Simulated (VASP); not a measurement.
Crystal: Ga3BSb2.

```
Ga B Sb
1.0
     4.34451    0.00000    0.00000
    -2.17226    3.76246    0.00000
     0.00000    0.00000    7.56810
Ga B Sb
3 1 2
Direct
  0.66667 0.33333 0.00000
  0.00000 0.00000 0.19066
  0.00000 0.00000 0.80934
  0.33333 0.66667 0.50000
  0.66667 0.33333 0.50000
  0.00000 0.00000 0.50000
```

The cell was generated, and may not be a known phase.

- Program: VASP 6.6.1
- Task: relaxation of cell and atoms
- Functional: PBE
- Potentials or basis: VASP PAW PBE potentials, release 64 (Ga_d, B, Sb_d_GW)
- Cutoff: 560 eV
- k mesh: 4 × 4 × 2
- Occupations: gaussian, width 0.2 eV
- Spin: no spin polarisation

At the start: pressure 26.9 GPa; volume 20.62 Å³/atom.

Task: How do energy, volume and symmetry change on relaxing?

Result: Over 16 steps the energy falls by 649.4 meV/atom and the volume is 27.12 Å³/atom (+31.5 %); space group P-6m2 (No. 187, to 0.1 Å) before and after.

The path:
```csv
step,energy change (eV),largest force (eV/Å),pressure (GPa),volume (Å³)
1,0.0000,4.3081,26.87,123.71
2,-3.3243,0.4038,-3.75,196.32
3,-3.6214,0.9171,-0.53,171.45
4,-3.6232,0.8726,-0.84,173.02
5,-3.7137,0.7366,-0.75,170.39
6,-3.8194,0.5554,0.60,162.62
7,-3.8274,0.0741,0.04,165.11
8,-3.8309,0.0948,0.19,164.32
9,-3.8703,0.2722,-0.24,164.30
10,-3.8746,0.6574,-0.27,164.17
11,-3.8816,0.4265,-0.32,164.25
12,-3.8821,0.4778,-0.31,164.24
13,-3.8817,0.0646,0.09,162.25
14,-3.8924,0.2223,-0.14,163.23
15,-3.8955,0.1123,0.01,162.42
16,-3.8965,0.0055,-0.05,162.69
```

Final structure:
```
Ga B Sb
1.0
     4.96694    0.00000    0.00000
    -2.48347    4.30149    0.00000
     0.00000    0.00000    7.61487
Ga B Sb
3 1 2
Direct
  0.66667 0.33333 0.00000
  0.00000 0.00000 0.15409
  0.00000 0.00000 0.84591
  0.33333 0.66667 0.50000
  0.66667 0.33333 0.50000
  0.00000 0.00000 0.50000
```

Caveat: the k points lie up to 0.41 Å⁻¹ apart in the final cell, too coarse for converged energies and pressures of a metal; the volume moved by over 15 % at a fixed basis, so the end points are rough.
